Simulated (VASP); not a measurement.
# La (Fd-3m) in VASP: further runs

La is run at these levels: PBE; tasks: single point.

Everything below comes from runs of VASP 6.6.1. Logs are shortened: lines on timing, memory, paths and dates and some standing lists are left out, and cuts for length are marked.

## (1) The cell of the first run

Symmetry: Fd-3m, No. 227, cubic system. Conventional cell: a = 6.400 Å, b = 6.400 Å, c = 6.400 Å, α = 90.00°, β = 90.00°, γ = 90.00°. Within 3.7 Å of La (site symmetry -43m) lie 4 La at 2.77 Å.

This isn't the form of La at room conditions, which is double hcp.

## (2) Single point, PBE, collinear spin (32.77 Å³/atom)

File INCAR:

```
SYSTEM = La
PREC = Accurate
ENCUT = 520
EDIFF = 1E-6
ISMEAR = -1
SIGMA = 0.05
LREAL = .False.
LASPH = .True.
NELM = 150
ALGO = Normal
ISIF = 2
LWAVE = .False.
LCHARG = .True.
ISPIN = 2
MAGMOM = 1 1
LORBIT = 11
LMAXMIX = 6
GGA = PE
LELF = .True.
LVHAR = .True.
NBANDS = 22
```

File KPOINTS:

```
regular mesh
0
Gamma
  9 9 9
  0 0 0
```

File POSCAR:

```
La
1.0
    0.0000000000      3.1999813001      3.1999813001
    3.1999813001      0.0000000000      3.1999813001
    3.1999813001      3.1999813001      0.0000000000
La
2
Direct
    0.1250000000      0.1250000000      0.1250000000
    0.8750000000      0.8750000000      0.8750000000
```

Potentials or basis: VASP PAW PBE potentials, release 64 (La).

On the command line:

```bash
> cat potpaw_PBE.64/La/POTCAR > POTCAR
> mpirun -np 1 vasp_std > vasp.out
```

OUTCAR:

```text
SYSTEM = La
   PREC = Accurate
   ENCUT = 520
   EDIFF = 1E-6
   ISMEAR = -1
   LREAL = .False.
   LASPH = .True.
   NELM = 150
   ISIF = 2
   ISPIN = 2
   LORBIT = 11
   GGA = PE

 ion  position               nearest neighbor table
   1  0.125  0.125  0.125-   2 2.77   2 2.77   2 2.77   2 2.77
   2  0.875  0.875  0.875-   1 2.77   1 2.77   1 2.77   1 2.77

  LATTYP: Found a face centered cubic cell.
 ALAT       =     6.3999626002

  Lattice vectors:

 A1 = (   0.0000000000,   3.1999813001,   3.1999813001)
 A2 = (   3.1999813001,   0.0000000000,   3.1999813001)
 A3 = (   3.1999813001,   3.1999813001,   0.0000000000)

Analysis of symmetry for initial positions (statically):
=====================================================================
 Subroutine PRICEL returns:
 Original cell was already a primitive cell.

 Routine SETGRP: Setting up the symmetry group for a
 face centered cubic supercell.

 Subroutine GETGRP returns: Found 48 space group operations
 (whereof 12 operations were pure point group operations)
 out of a pool of 48 trial point group operations.

The static configuration has the point symmetry D_3d.
 The point group associated with its full space group is O_h .

Analysis of symmetry for dynamics (positions and initial velocities):
=====================================================================
 Subroutine PRICEL returns:
 Original cell was already a primitive cell.

 Routine SETGRP: Setting up the symmetry group for a
 face centered cubic supercell.

 Subroutine GETGRP returns: Found 48 space group operations
 (whereof 12 operations were pure point group operations)
 out of a pool of 48 trial point group operations.

The dynamic configuration has the point symmetry D_3d.
 The point group associated with its full space group is O_h .

Analysis of structural, dynamic, and magnetic symmetry:
=====================================================================
 Subroutine PRICEL returns:
 Original cell was already a primitive cell.

 Routine SETGRP: Setting up the symmetry group for a
 face centered cubic supercell.

 Subroutine GETGRP returns: Found 48 space group operations
 (whereof 12 operations were pure point group operations)
 out of a pool of 48 trial point group operations.

The overall configuration has the point symmetry D_3d.
 The point group associated with its full space group is O_h .

 Subroutine INISYM returns: Found 48 space group operations
 (whereof 12 operations are pure point group operations),
 and found     1 'primitive' translations

----------------------------------------------------------------------------------------

                                     Primitive cell

  volume of cell :      65.5349

  direct lattice vectors                    reciprocal lattice vectors
     0.000000000  3.199981300  3.199981300    -0.156250913  0.156250913  0.156250913
     3.199981300  0.000000000  3.199981300     0.156250913 -0.156250913  0.156250913
     3.199981300  3.199981300  0.000000000     0.156250913  0.156250913 -0.156250913

  length of vectors
     4.525456954  4.525456954  4.525456954     0.270634520  0.270634520  0.270634520

  position of ions in fractional coordinates (direct lattice)
     0.125000000  0.125000000  0.125000000
     0.875000000  0.875000000  0.875000000

  ion indices of the primitive-cell ions
   primitive index   ion index
                 1           1
                 2           2

----------------------------------------------------------------------------------------

 KPOINTS: regular mesh

Automatic generation of k-mesh.
 Grid dimensions read from file:
 generate k-points for:    9    9    9

 Generating k-lattice:

  Cartesian coordinates                     Fractional coordinates (reciprocal lattice)
    -0.017361213  0.017361213  0.017361213     0.111111111  0.000000000  0.000000000
     0.017361213 -0.017361213  0.017361213     0.000000000  0.111111111  0.000000000
     0.017361213  0.017361213 -0.017361213     0.000000000  0.000000000  0.111111111

  Length of vectors
     0.030070502  0.030070502  0.030070502

  Shift w.r.t. Gamma in fractional coordinates (k-lattice)
     0.000000000  0.000000000  0.000000000

 Subroutine IBZKPT returns following result:
 ===========================================

 Found     35 irreducible k-points:

 Following reciprocal coordinates:
            Coordinates               Weight
  0.000000  0.000000  0.000000      1.000000
  0.111111  0.000000  0.000000      8.000000
  0.222222  0.000000  0.000000      8.000000
  0.333333  0.000000  0.000000      8.000000
  0.444444  0.000000  0.000000      8.000000
  0.111111  0.111111  0.000000      6.000000
[... 16 lines left out ...]
 -0.333333  0.333333  0.000000     12.000000
  0.444444  0.444444  0.000000      6.000000
 [... further k-points ...]
   k-points           NKPTS =     35   k-points in BZ     NKDIM =     35   number of bands    NBANDS=     22
   number of dos      NEDOS =    301   number of ions     NIONS =      2
   total plane-waves  NPLWV =  46656
   dimension x,y,z NGX =    36 NGY =   36 NGZ =   36
   dimension x,y,z NGXF=    72 NGYF=   72 NGZF=   72
   ions per type =               2
   NGX,Y,Z   is equivalent  to a cutoff of  13.22, 13.22, 13.22 a.u.
   NGXF,Y,Z  is equivalent  to a cutoff of  26.45, 26.45, 26.45 a.u.
 SYSTEM =  La
   PREC   = accura    normal or accurate (medium, high low for compatibility)
   ISTART =      0    job   : 0-new  1-cont  2-samecut
   ICHARG =      2    charge: 1-file 2-atom 10-const
   ISPIN  =      2    spin polarized calculation?
   LNONCOLLINEAR =      F non collinear calculations
   LSORBIT =      F    spin-orbit coupling
   LASPH  =      T    aspherical Exc in radial PAW
   ENCUT  =  520.0 eV  38.22 Ry    6.18 a.u.   8.41  8.41  8.41*2*pi/ulx,y,z
   NELM   =    150;   NELMIN=  2; NELMDL= -5     # of ELM steps
   EDIFF  = 0.1E-05   stopping-criterion for ELM
   LREAL  =      F    real-space projection
   EDIFFG = 0.1E-04   stopping-criterion for IOM
   NSW    =      0    number of steps for IOM
   IBRION =     -1    ionic relax: 0-MD 1-quasi-New 2-CG
   NFREE  =      0    steps in history (QN), initial steepest desc. (CG)
   ISIF   =      2    stress and relaxation
   ISYM   =      2    0-nonsym 1-usesym 2-fastsym
   POTIM  = 0.5000    time-step for ionic-motion
   TEBEG  =    0.0;   TEEND  =   0.0 temperature during run
   PSTRESS=    0.0 pullay stress
   NELECT =      22.0000    total number of electrons
   NUPDOWN=      -1.0000    fix difference up-down
   EMIN   =  10.00;   EMAX   =-10.00  energy-range for DOS
   EFERMI =   0.00;   METHOD = LEGACY
   ISMEAR =    -1;   SIGMA  =   0.05  broadening in eV -4-tet -1-fermi 0-gaus
   EFERMI_NEDOS =   21; number of points for ismear=-14 and -15
   IALGO  =     38    algorithm
   IMIX   =      4    mixing-type and parameters
     AMIX     =   0.40;   BMIX     =  1.00
     AMIX_MAG =   1.60;   BMIX_MAG =  1.00
  volume/ion in A,a.u.               =      32.77       221.13
  Fermi-wavevector in a.u.,A,eV,Ry     =   1.137780  2.150092 17.613330  1.294543
  Thomas-Fermi vector in A             =   2.274485
   LORBIT       =     11    0 simple, 1 ext, 2 COOP (PROOUT), +10 PAW based schemes
   GGA     = PE    functional components
   LHFCALC =     F    Hartree Fock is set to
   AEXX    =    0.0000 exact exchange contribution
   IVDW    =     0    specifies the selected vdW correction
   LEPSILON=     F    determine dielectric tensor
   LRPA    =     F    only Hartree local field effects (RPA)
 spin polarized calculation
  energy-cutoff  :      520.00
  volume of cell :       65.53
 maximum number of plane-waves:      1807
 NGX is ok and might be reduce to    36
   NGX = 17   NGY = 17   NGZ = 17

 number of electron      22.0000000 magnetization      -0.0013311

 number of electron      22.0000000 magnetization       0.0003279

 Free energy of the ion-electron system (eV)
  ---------------------------------------------------
  ext. energy  EPLUGINS =         0.00000000
  ---------------------------------------------------
  free energy    TOTEN  =        -7.54897075 eV

  energy without entropy =       -7.53970566  energy(sigma->0) =       -7.54433821

 E-fermi :   8.6220     XC(G=0):  -9.8066

 val. band max:        8.5756544611   @ k =   0.4444   0.0000   0.0000
 cond. band min:       8.6336961001   @ k =   0.3333   0.3333   0.0000
 fundamental gap:      0.0580416390
 Fermi energy:         8.6219997888

 spin component 1

 k-point     1 :       0.0000    0.0000    0.0000
  band No.  band energies     occupation
      1     -25.0648      1.00000
      2     -22.6543      1.00000
      3      -9.2579      1.00000
      4      -9.2579      1.00000
      5      -9.2579      1.00000
      6      -6.6303      1.00000
[... 14 lines left out ...]
     21      11.4111      0.00000
     22      11.6946      0.00000

 k-point     2 :       0.1111    0.0000    0.0000
  band No.  band energies     occupation
      1     -25.0195      1.00000
      2     -22.7212      1.00000
      3      -9.3070      1.00000
      4      -9.3070      1.00000
      5      -9.2558      1.00000
      6      -6.5822      1.00000
[... 14 lines left out ...]
     21      11.3252      0.00000
     22      11.7259      0.00000

 k-point     3 :       0.2222    0.0000    0.0000
  band No.  band energies     occupation
      1     -24.8924      1.00000
      2     -22.9024      1.00000
      3      -9.4212      1.00000
      4      -9.4212      1.00000
      5      -9.2607      1.00000
      6      -6.4408      1.00000
[... 14 lines left out ...]
     21      11.1730      0.00000
     22      11.7834      0.00000
[... 476 lines left out ...]
 k-point    23 :      -0.3333    0.3333    0.0000
  band No.  band energies     occupation
      1     -24.2659      1.00000
      2     -23.6756      1.00000
      3     -10.0939      1.00000
      4      -9.8000      1.00000
      5      -8.3402      1.00000
      6      -7.0902      1.00000
[... 14 lines left out ...]
     21      11.4945      0.00000
     22      11.6112      0.00000

 k-point    24 :       0.4444    0.4444    0.0000
  band No.  band energies     occupation
      1     -24.1799      1.00000
      2     -23.7689      1.00000
      3      -9.9636      1.00000
      4      -9.9636      1.00000
      5      -8.0197      1.00000
      6      -7.6038      1.00000
[... 14 lines left out ...]
     21      11.6752      0.00000
     22      11.6886      0.00000

 [... further k-points ...]

 spin component 2

 k-point     1 :       0.0000    0.0000    0.0000
  band No.  band energies     occupation
      1     -25.0652      1.00000
      2     -22.6547      1.00000
      3      -9.2579      1.00000
      4      -9.2579      1.00000
      5      -9.2579      1.00000
      6      -6.6303      1.00000
[... 14 lines left out ...]
     21      11.4199      0.00000
     22      11.6937      0.00000

 k-point     2 :       0.1111    0.0000    0.0000
  band No.  band energies     occupation
      1     -25.0199      1.00000
      2     -22.7216      1.00000
      3      -9.3069      1.00000
      4      -9.3069      1.00000
      5      -9.2558      1.00000
      6      -6.5822      1.00000
[... 14 lines left out ...]
     21      11.3251      0.00000
     22      11.7446      0.00000

 k-point     3 :       0.2222    0.0000    0.0000
  band No.  band energies     occupation
      1     -24.8927      1.00000
      2     -22.9028      1.00000
      3      -9.4211      1.00000
      4      -9.4211      1.00000
      5      -9.2606      1.00000
      6      -6.4408      1.00000
[... 14 lines left out ...]
     21      11.1723      0.00000
     22      11.8007      0.00000
[... 476 lines left out ...]
 k-point    23 :      -0.3333    0.3333    0.0000
  band No.  band energies     occupation
      1     -24.2662      1.00000
      2     -23.6760      1.00000
      3     -10.0939      1.00000
      4      -9.7999      1.00000
      5      -8.3401      1.00000
      6      -7.0902      1.00000
[... 14 lines left out ...]
     21      11.4951      0.00000
     22      11.5974      0.00000

 k-point    24 :       0.4444    0.4444    0.0000
  band No.  band energies     occupation
      1     -24.1803      1.00000
      2     -23.7693      1.00000
      3      -9.9635      1.00000
      4      -9.9635      1.00000
      5      -8.0197      1.00000
      6      -7.6037      1.00000
[... 14 lines left out ...]
     21      11.6746      0.00000
     22      11.6876      0.00000

 [... further k-points ...]

------------------------ aborting loop because EDIFF is reached ----------------------------------------

  FORCE on cell =-STRESS in cart. coord.  units (eV):
  Direction    XX          YY          ZZ          XY          YZ          ZX
  --------------------------------------------------------------------------------------
  -------------------------------------------------------------------------------------
  Total        3.2940197      3.2940197      3.2940197      0.0000000     -0.0000000      0.0000000
  in kB       80.5312540     80.5312540     80.5312540      0.0000000     -0.0000000      0.0000000
  external PRESSURE =      80.5312540 kB  Pullay stress =       0.0000000 kB

 VOLUME and BASIS-vectors are now :
 -----------------------------------------------------------------------------
  energy-cutoff  :      520.00
  volume of cell :       65.53
      direct lattice vectors                 reciprocal lattice vectors
     0.000000000  3.199981300  3.199981300    -0.156250913  0.156250913  0.156250913
     3.199981300  0.000000000  3.199981300     0.156250913 -0.156250913  0.156250913
     3.199981300  3.199981300  0.000000000     0.156250913  0.156250913 -0.156250913

 POSITION                                       TOTAL-FORCE (eV/Angst)
 -----------------------------------------------------------------------------------
      0.80000      0.80000      0.80000         0.000000      0.000000      0.000000
      5.59997      5.59997      5.59997        -0.000000     -0.000000     -0.000000
 -----------------------------------------------------------------------------------
    total drift:                               -0.000000      0.000000      0.000000

  FREE ENERGIE OF THE ION-ELECTRON SYSTEM (eV)
  ---------------------------------------------------
  free  energy   TOTEN  =        -7.5489707500 eV

  energy  without entropy=       -7.5397056633  energy(sigma->0) =       -7.54433821

 total charge

# of ion       s       p       d       f       tot
--------------------------------------------------
    1        1.980   5.525   1.440   0.268   9.213
    2        1.980   5.525   1.440   0.268   9.213
--------------------------------------------------
tot          3.959  11.051   2.880   0.536  18.427

 magnetization (x)

# of ion       s       p       d       f       tot
--------------------------------------------------
    1       -0.000   0.000  -0.000  -0.000  -0.000
    2       -0.000   0.000  -0.000  -0.000  -0.000
--------------------------------------------------
tot         -0.000   0.000  -0.000  -0.000  -0.000
```

It took 86 s on 1 thread of Intel Xeon Platinum 8488C (Sapphire Rapids), shared host; peak memory 0.29 GiB.

What came out:

- Free energy: -7.5490 eV
- Pressure: 8.1 GPa
- Band gap on the k mesh: zero (filled and empty bands overlap)
- Net moment: 0.00 μB per cell
- Valence electrons inside the program's atomic spheres: La 9.21

Caveat: the cell stands under pressure; spin-orbit coupling is left out, which moves the levels of the heavy elements.

(Part 1 of 2 ends here.)

The gap in the log of VASP goes by the Fermi energy; the results here count the filled bands.